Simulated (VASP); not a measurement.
# Os2N (Pn-3m) in VASP: relaxation of cell and atoms with PBE

Aim: the relaxation of cell and atoms of Os2N with PBE.

All numbers are computed with VASP 6.6.1; they aren't measurements. Logs are shortened: lines on timing, memory, paths and dates and some standing lists are left out, and cuts for length are marked.

**1. The cell of the first run**

It takes space group Pn-3m (No. 224, cubic). The conventional cell has a = 4.237 Å, b = 4.237 Å, c = 4.237 Å, α = 90.00°, β = 90.00°, γ = 90.00°. Within 2.4 Å of Os (site symmetry -3m) lie 2 N at 1.83 Å. N (site symmetry -43m) has 4 Os at 1.83 Å within 2.4 Å.

**2. Relaxation of cell and atoms, PBE**

INCAR reads:

```
SYSTEM = Os2N
PREC = Accurate ; ENCUT = 700
EDIFF = 1E-7 ; ISMEAR = 0
SIGMA = 0.1 ; LREAL = .False.
LASPH = .True. ; NELM = 120
ALGO = Normal ; ISIF = 3
LWAVE = .False. ; LCHARG = .False.
GGA = PE ; IBRION = 2
NSW = 90 ; EDIFFG = -0.04
GGA_COMPAT = .False. ; NELMIN = 4
```

KPOINTS reads:

```
Automatic mesh
0
Gamma
  4 4 4
  0 0 0
```

POSCAR reads:

```
Os2N
1.0
    4.2373817412      0.0000000000      0.0000000000
    0.0000000000      4.2373817412      0.0000000000
    0.0000000000      0.0000000000      4.2373817412
Os N
4 2
Direct
    0.2500000000      0.2500000000      0.2500000000
    0.2500000000      0.7500000000      0.7500000000
    0.7500000000      0.7500000000      0.2500000000
    0.7500000000      0.2500000000      0.7500000000
    0.0000000000      0.0000000000      0.0000000000
    0.5000000000      0.5000000000      0.5000000000
```

Potentials or basis: VASP PAW PBE potentials, release 64 (Os_sv_GW, N).

Run with:

```bash
$ cat potpaw_PBE.64/Os_sv_GW/POTCAR potpaw_PBE.64/N/POTCAR > POTCAR
$ mpirun -np 1 vasp_std > vasp.out
```

OUTCAR:

```text
SYSTEM = Os2N
   PREC = Accurate
   ENCUT = 700
   EDIFF = 1E-7
   ISMEAR = 0
   LREAL = .False.
   LASPH = .True.
   NELM = 120
   ISIF = 3
   GGA = PE
   IBRION = 2
   NSW = 90
   EDIFFG = -0.04
   NELMIN = 4

 ion  position               nearest neighbor table
   1  0.250  0.250  0.250-   5 1.83   6 1.83   4 3.00   2 3.00   3 3.00   2 3.00   4 3.00   2 3.00
                             3 3.00   2 3.00   3 3.00   4 3.00   4 3.00   3 3.00
   2  0.250  0.750  0.750-   5 1.83   6 1.83   4 3.00   1 3.00   3 3.00   1 3.00   3 3.00   1 3.00
                             4 3.00   1 3.00   3 3.00   4 3.00   3 3.00   4 3.00
   3  0.750  0.750  0.250-   5 1.83   6 1.83   4 3.00   1 3.00   2 3.00   2 3.00   4 3.00   1 3.00
                             4 3.00   4 3.00   1 3.00   2 3.00   2 3.00   1 3.00
   4  0.750  0.250  0.750-   5 1.83   6 1.83   3 3.00   1 3.00   2 3.00   1 3.00   3 3.00   2 3.00
                             3 3.00   3 3.00   1 3.00   2 3.00   1 3.00   2 3.00
   5  0.000  0.000  0.000-   1 1.83   2 1.83   3 1.83   4 1.83
   6  0.500  0.500  0.500-   1 1.83   2 1.83   3 1.83   4 1.83

  LATTYP: Found a simple cubic cell.
 ALAT       =     4.2373817412

  Lattice vectors:

 A1 = (   4.2373817412,   0.0000000000,   0.0000000000)
 A2 = (   0.0000000000,   4.2373817412,   0.0000000000)
 A3 = (   0.0000000000,   0.0000000000,   4.2373817412)

Analysis of symmetry for initial positions (statically):
=====================================================================
 Subroutine PRICEL returns:
 Original cell was already a primitive cell.

 Routine SETGRP: Setting up the symmetry group for a
 simple cubic supercell.

 Subroutine GETGRP returns: Found 48 space group operations
 (whereof 24 operations were pure point group operations)
 out of a pool of 48 trial point group operations.

The static configuration has the point symmetry T_d .
 The point group associated with its full space group is O_h .

Analysis of symmetry for dynamics (positions and initial velocities):
=====================================================================
 Subroutine PRICEL returns:
 Original cell was already a primitive cell.

 Routine SETGRP: Setting up the symmetry group for a
 simple cubic supercell.

 Subroutine GETGRP returns: Found 48 space group operations
 (whereof 24 operations were pure point group operations)
 out of a pool of 48 trial point group operations.

The dynamic configuration has the point symmetry T_d .
 The point group associated with its full space group is O_h .

 Subroutine INISYM returns: Found 48 space group operations
 (whereof 24 operations are pure point group operations),
 and found     1 'primitive' translations

----------------------------------------------------------------------------------------

                                     Primitive cell

  volume of cell :      76.0839

  direct lattice vectors                    reciprocal lattice vectors
     4.237381741  0.000000000  0.000000000     0.235994787  0.000000000  0.000000000
     0.000000000  4.237381741  0.000000000     0.000000000  0.235994787  0.000000000
     0.000000000  0.000000000  4.237381741     0.000000000  0.000000000  0.235994787

  length of vectors
     4.237381741  4.237381741  4.237381741     0.235994787  0.235994787  0.235994787

  position of ions in fractional coordinates (direct lattice)
     0.250000000  0.250000000  0.250000000
     0.250000000  0.750000000  0.750000000
     0.750000000  0.750000000  0.250000000
     0.750000000  0.250000000  0.750000000
     0.000000000  0.000000000  0.000000000
     0.500000000  0.500000000  0.500000000

  ion indices of the primitive-cell ions
   primitive index   ion index
                 1           1
                 2           2
                 3           3
                 4           4
                 5           5
                 6           6

----------------------------------------------------------------------------------------

 KPOINTS: Automatic mesh

Automatic generation of k-mesh.
 Grid dimensions read from file:
 generate k-points for:    4    4    4

 Generating k-lattice:

  Cartesian coordinates                     Fractional coordinates (reciprocal lattice)
     0.058998697  0.000000000  0.000000000     0.250000000  0.000000000  0.000000000
     0.000000000  0.058998697  0.000000000     0.000000000  0.250000000  0.000000000
     0.000000000  0.000000000  0.058998697     0.000000000  0.000000000  0.250000000

  Length of vectors
     0.058998697  0.058998697  0.058998697

  Shift w.r.t. Gamma in fractional coordinates (k-lattice)
     0.000000000  0.000000000  0.000000000

 Subroutine IBZKPT returns following result:
 ===========================================

 Found     10 irreducible k-points:

 Following reciprocal coordinates:
            Coordinates               Weight
  0.000000  0.000000  0.000000      1.000000
  0.250000  0.000000  0.000000      6.000000
  0.500000  0.000000  0.000000      3.000000
  0.250000  0.250000  0.000000     12.000000
  0.500000  0.250000  0.000000     12.000000
  0.500000  0.500000  0.000000      3.000000
  0.250000  0.250000  0.250000      8.000000
  0.500000  0.250000  0.250000     12.000000
  0.500000  0.500000  0.250000      6.000000
  0.500000  0.500000  0.500000      1.000000
   k-points           NKPTS =     10   k-points in BZ     NKDIM =     10   number of bands    NBANDS=     44
   number of dos      NEDOS =    301   number of ions     NIONS =      6
   total plane-waves  NPLWV =  64000
   dimension x,y,z NGX =    40 NGY =   40 NGZ =   40
   dimension x,y,z NGXF=    80 NGYF=   80 NGZF=   80
   ions per type =               4   2
   NGX,Y,Z   is equivalent  to a cutoff of  15.69, 15.69, 15.69 a.u.
   NGXF,Y,Z  is equivalent  to a cutoff of  31.39, 31.39, 31.39 a.u.
 SYSTEM =  Os2N
   PREC   = accura    normal or accurate (medium, high low for compatibility)
   ISTART =      0    job   : 0-new  1-cont  2-samecut
   ICHARG =      2    charge: 1-file 2-atom 10-const
   ISPIN  =      1    spin polarized calculation?
   LNONCOLLINEAR =      F non collinear calculations
   LSORBIT =      F    spin-orbit coupling
   LASPH  =      T    aspherical Exc in radial PAW
   ENCUT  =  700.0 eV  51.45 Ry    7.17 a.u.   9.14  9.14  9.14*2*pi/ulx,y,z
   NELM   =    120;   NELMIN=  4; NELMDL= -5     # of ELM steps
   EDIFF  = 0.1E-06   stopping-criterion for ELM
   LREAL  =      F    real-space projection
   EDIFFG = -.4E-01   stopping-criterion for IOM
   NSW    =     90    number of steps for IOM
   IBRION =      2    ionic relax: 0-MD 1-quasi-New 2-CG
   NFREE  =      1    steps in history (QN), initial steepest desc. (CG)
   ISIF   =      3    stress and relaxation
   ISYM   =      2    0-nonsym 1-usesym 2-fastsym
   POTIM  = 0.5000    time-step for ionic-motion
   TEBEG  =    0.0;   TEEND  =   0.0 temperature during run
   PSTRESS=    0.0 pullay stress
   NELECT =      74.0000    total number of electrons
   NUPDOWN=      -1.0000    fix difference up-down
   EMIN   =  10.00;   EMAX   =-10.00  energy-range for DOS
   EFERMI =   0.00;   METHOD = LEGACY
   ISMEAR =     0;   SIGMA  =   0.10  broadening in eV -4-tet -1-fermi 0-gaus
   EFERMI_NEDOS =   21; number of points for ismear=-14 and -15
   IALGO  =     38    algorithm
   IMIX   =      4    mixing-type and parameters
     AMIX     =   0.40;   BMIX     =  1.00
     AMIX_MAG =   1.60;   BMIX_MAG =  1.00
  volume/ion in A,a.u.               =      12.68        85.57
  Fermi-wavevector in a.u.,A,eV,Ry     =   1.622014  3.065161 35.795948  2.630928
  Thomas-Fermi vector in A             =   2.715696
   LORBIT       =      0    0 simple, 1 ext, 2 COOP (PROOUT), +10 PAW based schemes
   GGA     = PE    functional components
   LHFCALC =     F    Hartree Fock is set to
   AEXX    =    0.0000 exact exchange contribution
   IVDW    =     0    specifies the selected vdW correction
   LEPSILON=     F    determine dielectric tensor
   LRPA    =     F    only Hartree local field effects (RPA)
 conjugate gradient relaxation of ions
 non-spin polarized calculation
 Gauss-broadening in eV      SIGMA  =   0.10
  energy-cutoff  :      700.00
  volume of cell :       76.08
 maximum number of plane-waves:      3218
 NGX is ok and might be reduce to    40
   NGX = 19   NGY = 19   NGZ = 19

--------------------------------------- Ionic step        1  -------------------------------------------

 number of electron      74.0000001 magnetization

 Free energy of the ion-electron system (eV)
  ---------------------------------------------------
  ext. energy  EPLUGINS =         0.00000000
  ---------------------------------------------------
  free energy    TOTEN  =       -57.98243493 eV

  energy without entropy =      -57.94462050  energy(sigma->0) =      -57.96352772

 E-fermi :  11.3954     XC(G=0): -13.4969

 val. band max:       11.2665613973   @ k =   0.5000   0.2500   0.2500
 cond. band min:      11.4028920498   @ k =   0.2500   0.2500   0.0000
 fundamental gap:      0.1363306525
 Fermi energy:        11.3953989433

 k-point     1 :       0.0000    0.0000    0.0000
  band No.  band energies     occupation
      1     -75.3747      2.00000
      2     -75.3395      2.00000
      3     -75.3395      2.00000
      4     -75.3395      2.00000
      5     -35.7193      2.00000
      6     -35.2930      2.00000
[... 561 lines left out ...]
 POSITION                                       TOTAL-FORCE (eV/Angst)
 -----------------------------------------------------------------------------------
      1.09714      1.09714      1.09714         0.000000      0.000000      0.000000
      1.09714      3.29143      3.29143        -0.000000     -0.000000      0.000000
      3.29143      3.29143      1.09714        -0.000000      0.000000     -0.000000
      3.29143      1.09714      3.29143         0.000000     -0.000000     -0.000000
      0.00000      0.00000      0.00000        -0.000000     -0.000000     -0.000000
      2.19429      2.19429      2.19429        -0.000000     -0.000000     -0.000000
 -----------------------------------------------------------------------------------
    total drift:                                0.000000      0.000000     -0.000000

  FREE ENERGIE OF THE ION-ELECTRON SYSTEM (eV)
  ---------------------------------------------------
  free  energy   TOTEN  =       -58.6805581755 eV

  energy  without entropy=      -58.6359319624  energy(sigma->0) =      -58.65824507

--------------------------------------- Ionic step        4  -------------------------------------------

 number of electron      73.9999999 magnetization

 Free energy of the ion-electron system (eV)
  ---------------------------------------------------
  ext. energy  EPLUGINS =         0.00000000
  ---------------------------------------------------
  free energy    TOTEN  =       -58.68711031 eV

  energy without entropy =      -58.64302162  energy(sigma->0) =      -58.66506596

 E-fermi :   9.8000     XC(G=0): -12.9244

 val. band max:        9.7059457455   @ k =   0.5000   0.2500   0.2500
 cond. band min:       9.8177416331   @ k =   0.2500   0.2500   0.2500
 fundamental gap:      0.1117958876
 Fermi energy:         9.7999750630

 k-point     1 :       0.0000    0.0000    0.0000
  band No.  band energies     occupation
      1     -76.7989      2.00000
      2     -76.7776      2.00000
      3     -76.7776      2.00000
      4     -76.7776      2.00000
      5     -36.8987      2.00000
      6     -36.6080      2.00000
[... 481 lines left out ...]
 POSITION                                       TOTAL-FORCE (eV/Angst)
 -----------------------------------------------------------------------------------
      1.09406      1.09406      1.09406        -0.000000      0.000000      0.000000
      1.09406      3.28218      3.28218        -0.000000      0.000000      0.000000
      3.28218      3.28218      1.09406         0.000000     -0.000000     -0.000000
      3.28218      1.09406      3.28218         0.000000      0.000000     -0.000000
      0.00000      0.00000      0.00000         0.000000     -0.000000     -0.000000
      2.18812      2.18812      2.18812         0.000000     -0.000000      0.000000
 -----------------------------------------------------------------------------------
    total drift:                                0.000000      0.000000     -0.000000

  FREE ENERGIE OF THE ION-ELECTRON SYSTEM (eV)
  ---------------------------------------------------
  free  energy   TOTEN  =       -58.6871103064 eV

  energy  without entropy=      -58.6430216231  energy(sigma->0) =      -58.66506596

 reached required accuracy - stopping structural energy minimisation
```

It took 1.9 min on 1 thread of Intel Xeon 6975P-C (Granite Rapids), shared host; peak memory 0.26 GiB.

Results:

```yaml
Free_energy: -58.6871 eV
Relaxed_volume: 13.97 Å³/atom
Relaxed_cell: a = 4.376 Å, b = 4.376 Å, c = 4.376 Å, α = 90.00°, β = 90.00°, γ = 90.00°
Space_group_after_relaxing_to_0.1_Å: Pn-3m (No. 224)
Energy_gained_by_relaxing: 117.4 meV/atom
Ionic_steps: 4
Pressure_after_relaxing: -0.3 GPa
Band_gap_on_the_k_mesh: zero (bands 37 and 38 overlap by 1.02 eV)
```

The path:
| step | energy change (eV) | largest force (eV/Å) | pressure (GPa) | volume (Å³) |
| --- | --- | --- | --- | --- |
| 1 | 0.0000 | 0.0000 | 32.39 | 76.08 |
| 2 | 2.9723 | 0.0000 | -38.07 | 107.95 |
| 3 | -0.6981 | 0.0000 | -2.59 | 84.52 |
| 4 | -0.7047 | 0.0000 | -0.35 | 83.81 |

Final structure:
```yaml
crystal:
  lattice:
    - [4.37625, 0.00000, 0.00000]
    - [0.00000, 4.37625, 0.00000]
    - [0.00000, 0.00000, 4.37625]
  atoms:
    - { symbol: Os, position: [0.25000, 0.25000, 0.25000] }
    - { symbol: Os, position: [0.25000, 0.75000, 0.75000] }
    - { symbol: Os, position: [0.75000, 0.75000, 0.25000] }
    - { symbol: Os, position: [0.75000, 0.25000, 0.75000] }
    - { symbol: N, position: [0.00000, 0.00000, 0.00000] }
    - { symbol: N, position: [0.50000, 0.50000, 0.50000] }
```

Levels at points of the mesh, in eV from the Fermi level:
| k point | band 35 | band 36 | band 37 | band 38 | band 39 | band 40 |
| --- | --- | --- | --- | --- | --- | --- |
| (0.00, 0.00, 0.00) | -0.50 | 0.26 | 0.26 | 0.26 | 0.88 | 0.88 |
| (0.50, 0.00, 0.00) | -1.28 | -1.28 | -0.36 | -0.36 | 0.43 | 0.43 |
| (0.50, 0.50, 0.00) | -0.85 | -0.85 | -0.74 | -0.74 | 0.71 | 0.71 |
| (0.50, 0.50, 0.50) | -0.70 | 0.27 | 0.27 | 0.27 | 0.77 | 0.77 |

Caveat: the k points lie up to 0.36 Å⁻¹ apart in the final cell, too coarse for converged energies and pressures of a metal; spin-orbit coupling is left out, which moves the levels of the heavy elements.

The gap in the log of VASP goes by the Fermi energy; the results here count the filled bands.